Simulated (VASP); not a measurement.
# ZrN (Fm-3m) in VASP: a series of runs

The runs below take ZrN through single point, with PBE.

Everything below comes from runs of VASP 6.6.1. Logs are shortened: lines on timing, memory, paths and dates and some standing lists are left out, and cuts for length are marked.

### Step 1. The cell of the first run

The structure is cubic, space group Fm-3m (No. 225). The conventional cell has a = 4.476 Å, b = 4.476 Å, c = 4.476 Å, α = 90.00°, β = 90.00°, γ = 90.00°. Zr (site symmetry m-3m) has 6 N at 2.24 Å within 3.0 Å. N (site symmetry m-3m) has 6 Zr at 2.24 Å within 3.0 Å.

### Step 2. Single point, PBE (volume scaled by 0.9405)

File INCAR:

```
PREC = Accurate
ENCUT = 600
EDIFF = 1E-6
ISMEAR = -1
SIGMA = 0.01
LREAL = False
LASPH = True
NELM = 120
ALGO = Normal
ISIF = 2
LWAVE = False
LCHARG = False
GGA = PE
NBANDS = 16
GGA_COMPAT = False
```

File KPOINTS:

```
regular mesh
0
Gamma
  9 9 9
```

File POSCAR:

```
ZrN
1.0
    0.0000000000      2.2379966444      2.2379966444
    2.2379966444      0.0000000000      2.2379966444
    2.2379966444      2.2379966444      0.0000000000
Zr N
1 1
Direct
    0.0000000000      0.0000000000      0.0000000000
    0.5000000000      0.5000000000      0.5000000000
```

Potentials or basis: VASP PAW PBE potentials, release 64 (Zr_sv, N).

On the command line:

```
$ cat potpaw_PBE.64/Zr_sv/POTCAR potpaw_PBE.64/N/POTCAR > POTCAR
$ mpirun -np 1 vasp_std > vasp.out
```

OUTCAR:

```text
PREC = Accurate
   ENCUT = 600
   EDIFF = 1E-6
   ISMEAR = -1
   LREAL = False
   LASPH = True
   NELM = 120
   ISIF = 2
   GGA = PE

 ion  position               nearest neighbor table
   1  0.000  0.000  0.000-   2 2.24   2 2.24   2 2.24   2 2.24   2 2.24   2 2.24
   2  0.500  0.500  0.500-   1 2.24   1 2.24   1 2.24   1 2.24   1 2.24   1 2.24

  LATTYP: Found a face centered cubic cell.
 ALAT       =     4.4759932888

  Lattice vectors:

 A1 = (   0.0000000000,   2.2379966444,   2.2379966444)
 A2 = (   2.2379966444,   0.0000000000,   2.2379966444)
 A3 = (   2.2379966444,   2.2379966444,   0.0000000000)

Analysis of symmetry for initial positions (statically):
=====================================================================
 Subroutine PRICEL returns:
 Original cell was already a primitive cell.

 Routine SETGRP: Setting up the symmetry group for a
 face centered cubic supercell.

 Subroutine GETGRP returns: Found 48 space group operations
 (whereof 48 operations were pure point group operations)
 out of a pool of 48 trial point group operations.

The static configuration has the point symmetry O_h .

Analysis of symmetry for dynamics (positions and initial velocities):
=====================================================================
 Subroutine PRICEL returns:
 Original cell was already a primitive cell.

 Routine SETGRP: Setting up the symmetry group for a
 face centered cubic supercell.

 Subroutine GETGRP returns: Found 48 space group operations
 (whereof 48 operations were pure point group operations)
 out of a pool of 48 trial point group operations.

The dynamic configuration has the point symmetry O_h .

 Subroutine INISYM returns: Found 48 space group operations
 (whereof 48 operations are pure point group operations),
 and found     1 'primitive' translations

----------------------------------------------------------------------------------------

                                     Primitive cell

  volume of cell :      22.4186

  direct lattice vectors                    reciprocal lattice vectors
     0.000000000  2.237996644  2.237996644    -0.223414097  0.223414097  0.223414097
     2.237996644  0.000000000  2.237996644     0.223414097 -0.223414097  0.223414097
     2.237996644  2.237996644  0.000000000     0.223414097  0.223414097 -0.223414097

  length of vectors
     3.165005207  3.165005207  3.165005207     0.386964568  0.386964568  0.386964568

  position of ions in fractional coordinates (direct lattice)
     0.000000000  0.000000000  0.000000000
     0.500000000  0.500000000  0.500000000

  ion indices of the primitive-cell ions
   primitive index   ion index
                 1           1
                 2           2

----------------------------------------------------------------------------------------

 KPOINTS: regular mesh

Automatic generation of k-mesh.
 Grid dimensions read from file:
 generate k-points for:    9    9    9

 Generating k-lattice:

  Cartesian coordinates                     Fractional coordinates (reciprocal lattice)
    -0.024823789  0.024823789  0.024823789     0.111111111  0.000000000  0.000000000
     0.024823789 -0.024823789  0.024823789     0.000000000  0.111111111  0.000000000
     0.024823789  0.024823789 -0.024823789     0.000000000  0.000000000  0.111111111

  Length of vectors
     0.042996063  0.042996063  0.042996063

  Shift w.r.t. Gamma in fractional coordinates (k-lattice)
     0.000000000  0.000000000  0.000000000

 Subroutine IBZKPT returns following result:
 ===========================================

 Found     35 irreducible k-points:

 Following reciprocal coordinates:
            Coordinates               Weight
  0.000000  0.000000  0.000000      1.000000
  0.111111  0.000000  0.000000      8.000000
  0.222222  0.000000  0.000000      8.000000
  0.333333  0.000000  0.000000      8.000000
  0.444444  0.000000  0.000000      8.000000
  0.111111  0.111111  0.000000      6.000000
[... 16 lines left out ...]
 -0.333333  0.333333  0.000000     12.000000
  0.444444  0.444444  0.000000      6.000000
 [... further k-points ...]
   k-points           NKPTS =     35   k-points in BZ     NKDIM =     35   number of bands    NBANDS=     16
   number of dos      NEDOS =    301   number of ions     NIONS =      2
   total plane-waves  NPLWV =  21952
   dimension x,y,z NGX =    28 NGY =   28 NGZ =   28
   dimension x,y,z NGXF=    56 NGYF=   56 NGZF=   56
   ions per type =               1   1
   NGX,Y,Z   is equivalent  to a cutoff of  14.71, 14.71, 14.71 a.u.
   NGXF,Y,Z  is equivalent  to a cutoff of  29.41, 29.41, 29.41 a.u.
 SYSTEM =  unknown system
   PREC   = accura    normal or accurate (medium, high low for compatibility)
   ISTART =      0    job   : 0-new  1-cont  2-samecut
   ICHARG =      2    charge: 1-file 2-atom 10-const
   ISPIN  =      1    spin polarized calculation?
   LNONCOLLINEAR =      F non collinear calculations
   LSORBIT =      F    spin-orbit coupling
   LASPH  =      T    aspherical Exc in radial PAW
   ENCUT  =  600.0 eV  44.10 Ry    6.64 a.u.   6.32  6.32  6.32*2*pi/ulx,y,z
   NELM   =    120;   NELMIN=  2; NELMDL= -5     # of ELM steps
   EDIFF  = 0.1E-05   stopping-criterion for ELM
   LREAL  =      F    real-space projection
   EDIFFG = 0.1E-04   stopping-criterion for IOM
   NSW    =      0    number of steps for IOM
   IBRION =     -1    ionic relax: 0-MD 1-quasi-New 2-CG
   NFREE  =      0    steps in history (QN), initial steepest desc. (CG)
   ISIF   =      2    stress and relaxation
   ISYM   =      2    0-nonsym 1-usesym 2-fastsym
   POTIM  = 0.5000    time-step for ionic-motion
   TEBEG  =    0.0;   TEEND  =   0.0 temperature during run
   PSTRESS=    0.0 pullay stress
   NELECT =      17.0000    total number of electrons
   NUPDOWN=      -1.0000    fix difference up-down
   EMIN   =  10.00;   EMAX   =-10.00  energy-range for DOS
   EFERMI =   0.00;   METHOD = LEGACY
   ISMEAR =    -1;   SIGMA  =   0.01  broadening in eV -4-tet -1-fermi 0-gaus
   EFERMI_NEDOS =   21; number of points for ismear=-14 and -15
   IALGO  =     38    algorithm
   IMIX   =      4    mixing-type and parameters
     AMIX     =   0.40;   BMIX     =  1.00
     AMIX_MAG =   1.60;   BMIX_MAG =  1.00
  volume/ion in A,a.u.               =      11.21        75.64
  Fermi-wavevector in a.u.,A,eV,Ry     =   1.492869  2.821113 30.322732  2.228658
  Thomas-Fermi vector in A             =   2.605342
   LORBIT       =      0    0 simple, 1 ext, 2 COOP (PROOUT), +10 PAW based schemes
   GGA     = PE    functional components
   LHFCALC =     F    Hartree Fock is set to
   AEXX    =    0.0000 exact exchange contribution
   IVDW    =     0    specifies the selected vdW correction
   LEPSILON=     F    determine dielectric tensor
   LRPA    =     F    only Hartree local field effects (RPA)
 non-spin polarized calculation
  energy-cutoff  :      600.00
  volume of cell :       22.42
 maximum number of plane-waves:       759
 NGX is ok and might be reduce to    28
   NGX = 13   NGY = 13   NGZ = 13

 number of electron      17.0000000 magnetization

 Free energy of the ion-electron system (eV)
  ---------------------------------------------------
  ext. energy  EPLUGINS =         0.00000000
  ---------------------------------------------------
  free energy    TOTEN  =       -20.24668017 eV

  energy without entropy =      -20.24566795  energy(sigma->0) =      -20.24617406

 E-fermi :  12.8945     XC(G=0): -12.8870

 val. band max:       12.8762791061   @ k =   0.1111   0.0000   0.0000
 cond. band min:      12.9016780474   @ k =   0.4444   0.2222   0.1111
 fundamental gap:      0.0253989413
 Fermi energy:        12.8944981203

 k-point     1 :       0.0000    0.0000    0.0000
  band No.  band energies     occupation
      1     -36.4768      2.00000
      2     -14.0127      2.00000
      3     -14.0127      2.00000
      4     -14.0127      2.00000
      5      -3.6552      2.00000
      6      10.1631      2.00000
[... 8 lines left out ...]
     15      22.1931      0.00000
     16      36.8009      0.00000

 k-point     2 :       0.1111    0.0000    0.0000
  band No.  band energies     occupation
      1     -36.4544      2.00000
      2     -14.2122      2.00000
      3     -14.0264      2.00000
      4     -14.0264      2.00000
      5      -3.3630      2.00000
      6       9.1890      2.00000
[... 8 lines left out ...]
     15      23.0884      0.00000
     16      34.3296      0.00000

 k-point     3 :       0.2222    0.0000    0.0000
  band No.  band energies     occupation
      1     -36.3972      2.00000
      2     -14.6832      2.00000
      3     -14.0607      2.00000
      4     -14.0607      2.00000
      5      -2.6327      2.00000
      6       7.4838      2.00000
[... 8 lines left out ...]
     15      25.0860      0.00000
     16      31.7117      0.00000

 k-point     4 :       0.3333    0.0000    0.0000
  band No.  band energies     occupation
      1     -36.3312      2.00000
      2     -15.1722      2.00000
      3     -14.0991      2.00000
      4     -14.0991      2.00000
      5      -1.7838      2.00000
      6       5.9597      2.00000
[... 8 lines left out ...]
     15      26.2466      0.00000
     16      28.4662      0.00000
[... 324 lines left out ...]
 k-point    22 :      -0.4444    0.3333    0.0000
  band No.  band energies     occupation
      1     -36.2283      2.00000
      2     -15.0802      2.00000
      3     -14.6996      2.00000
      4     -14.3605      2.00000
      5      -2.5773      2.00000
      6       7.3625      2.00000
[... 8 lines left out ...]
     15      24.7219      0.00000
     16      27.6914      0.00000

 k-point    23 :      -0.3333    0.3333    0.0000
  band No.  band energies     occupation
      1     -36.2344      2.00000
      2     -14.9968      2.00000
      3     -14.8593      2.00000
      4     -14.2740      2.00000
      5      -2.1639      2.00000
      6       6.5316      2.00000
[... 8 lines left out ...]
     15      24.9279      0.00000
     16      25.4005      0.00000

 k-point    24 :       0.4444    0.4444    0.0000
  band No.  band energies     occupation
      1     -36.2275      2.00000
      2     -15.1682      2.00000
      3     -14.4539      2.00000
      4     -14.4539      2.00000
      5      -3.1438      2.00000
      6       8.1997      2.00000
[... 8 lines left out ...]
     15      24.4212      0.00000
     16      29.5224      0.00000

 [... further k-points ...]
[... 5 lines left out ...]
  --------------------------------------------------------------------------------------
  -------------------------------------------------------------------------------------
  Total        3.2738214      3.2738214      3.2738214      0.0000000      0.0000000      0.0000000
  in kB      233.9684395    233.9684395    233.9684395      0.0000000      0.0000000      0.0000000
  external PRESSURE =     233.9684395 kB  Pullay stress =       0.0000000 kB

 VOLUME and BASIS-vectors are now :
 -----------------------------------------------------------------------------
  energy-cutoff  :      600.00
  volume of cell :       22.42
      direct lattice vectors                 reciprocal lattice vectors
     0.000000000  2.237996644  2.237996644    -0.223414097  0.223414097  0.223414097
     2.237996644  0.000000000  2.237996644     0.223414097 -0.223414097  0.223414097
     2.237996644  2.237996644  0.000000000     0.223414097  0.223414097 -0.223414097

 POSITION                                       TOTAL-FORCE (eV/Angst)
 -----------------------------------------------------------------------------------
      0.00000      0.00000      0.00000        -0.000000     -0.000000     -0.000000
      2.23800      2.23800      2.23800         0.000000      0.000000      0.000000
 -----------------------------------------------------------------------------------
    total drift:                                0.000000      0.000000      0.000000

  FREE ENERGIE OF THE ION-ELECTRON SYSTEM (eV)
  ---------------------------------------------------
  free  energy   TOTEN  =       -20.2466801716 eV

  energy  without entropy=      -20.2456679524  energy(sigma->0) =      -20.24617406
```

Run time: 35 s. Hardware: 1 thread of Intel Xeon 8259CL, shared host; peak memory 0.16 GiB.

What came out:

- Free energy: -20.2467 eV
- Pressure: 23.4 GPa

### Step 3. Single point, PBE (volume scaled by 0.98)

File INCAR:

```
SYSTEM = ZrN
PREC = Accurate
ENCUT = 600
EDIFF = 1E-6
ISMEAR = -1
SIGMA = 0.01
LREAL = .FALSE.
LASPH = .TRUE.
NELM = 120
ALGO = Normal
ISIF = 2
LWAVE = .FALSE.
LCHARG = .FALSE.
GGA = PE
NBANDS = 16
GGA_COMPAT = .FALSE.
```

File KPOINTS:

```
Automatic mesh
0
G
  9 9 9
  0 0 0
```

File POSCAR:

```
ZrN
1.0
    0.0000000000      2.2688991354      2.2688991354
    2.2688991354      0.0000000000      2.2688991354
    2.2688991354      2.2688991354      0.0000000000
Zr N
1 1
Direct
    0.0000000000      0.0000000000      0.0000000000
    0.5000000000      0.5000000000      0.5000000000
```

Potentials or basis: VASP PAW PBE potentials, release 64 (Zr_sv, N).

On the command line:

```
$ cat potpaw_PBE.64/Zr_sv/POTCAR potpaw_PBE.64/N/POTCAR > POTCAR
$ mpirun -np 1 vasp_std > vasp.out
```

Wall time 44 s (1 thread of Intel Xeon 8259CL, shared host); peak memory 0.16 GiB.

It converged, with:

```yaml
Free_energy: -20.3459 eV
Pressure: 10.3 GPa
```

Levels at points of the mesh, in eV from the Fermi level:
| k point | band 6 | band 7 | band 8 | band 9 | band 10 | band 11 | band 12 | band 13 |
| --- | --- | --- | --- | --- | --- | --- | --- | --- |
| (0.00, 0.00, 0.00) | -2.68 | -2.68 | -2.68 | -0.39 | -0.39 | -0.39 | 1.68 | 1.68 |

### Step 4. Single point, PBE (volume scaled by 1.01)

File INCAR:

```
SYSTEM = ZrN
  ALGO = Normal
  EDIFF = 1E-6
  ENCUT = 600
  GGA = PE
  GGA_COMPAT = .FALSE.
  ISIF = 2
  ISMEAR = -1
  LASPH = .TRUE.
  LCHARG = .FALSE.
  LREAL = .FALSE.
  LWAVE = .FALSE.
  NBANDS = 16
  NELM = 120
  PREC = Accurate
  SIGMA = 0.01
```

File KPOINTS:

```
k-points
0
G
  9 9 9
  0 0 0
```

File POSCAR:

```
ZrN
1.0
    0.0000000000      2.2918188597      2.2918188597
    2.2918188597      0.0000000000      2.2918188597
    2.2918188597      2.2918188597      0.0000000000
Zr N
1 1
Direct
    0.0000000000      0.0000000000      0.0000000000
    0.5000000000      0.5000000000      0.5000000000
```

On the command line:

```
$ cat potpaw_PBE.64/Zr_sv/POTCAR potpaw_PBE.64/N/POTCAR > POTCAR
$ mpirun -np 1 vasp_std > vasp.out
```

Wall time 45 s (1 thread of Intel Xeon 8259CL, shared host); peak memory 0.16 GiB.

The run converged. Its results:

```yaml
Free_energy: -20.3738 eV
Pressure: 2.0 GPa
```

Levels at points of the mesh, in eV from the Fermi level:
```
           k point  band 5  band 6  band 7  band 8  band 9  band 10  band 11  band 12  band 13  band 14
(0.00, 0.00, 0.00)  -16.26   -2.64   -2.64   -2.64   -0.37    -0.37    -0.37     1.61     1.61     2.91
```

### Step 5. Overview

```csv
cell,gap on the mesh (eV),pressure (GPa)
"a = 3.165 Å, angles 60.0°, 2 atoms",none,23.4
"a = 3.209 Å, angles 60.0°, 2 atoms",none,10.3
"a = 3.241 Å, angles 60.0°, 2 atoms",none,2.0
```

Alike in all rows: task single point; level PBE; potentials or basis VASP PAW PBE potentials, release 64 (Zr_sv, N); no spin polarisation; k mesh 9 × 9 × 9; cutoff (eV) 600; smearing fermi-dirac 0.01 eV.

Absolute energies hang on the potentials; compare differences alone.
